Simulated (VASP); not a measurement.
Ce:

```
Ce
1.0
     0.00000    2.26493    2.26493
     2.26493    0.00000    2.26493
     2.26493    2.26493    0.00000
Ce
1
Direct
  0.00000 0.00000 0.00000
```

Base run:

| Item | Value |
| --- | --- |
| Program | VASP 6.6.1 |
| Functional | LDA |
| Potentials or basis | VASP PAW LDA potentials, release 64 (Ce) |
| Cutoff | 500 eV |
| k mesh | 12 × 12 × 12 |
| Occupations | fermi-dirac, width 0.1 eV |
| Spin | no spin polarisation |

Its results: band gap on the k mesh zero (bands 6 and 7 overlap by 0.31 eV); pressure -0.9 GPa.

Task: After a change of settings the same cell gave: band gap on the k mesh zero (bands 6 and 7 overlap by 0.31 eV); pressure -0.4 GPa. Which change was it?
A. k mesh from 12 × 12 × 12 to 6 × 6 × 6
B. k mesh from 12 × 12 × 12 to 4 × 4 × 4
C. occupations from fermi-dirac, width 0.1 eV to fermi-dirac, width 0.2 eV

Result: A.

Caveats: some runs use coarse meshes; spin-orbit coupling is left out, which moves the levels of the heavy elements; semilocal functionals describe open f shells poorly, which spoils levels, moments and volumes.
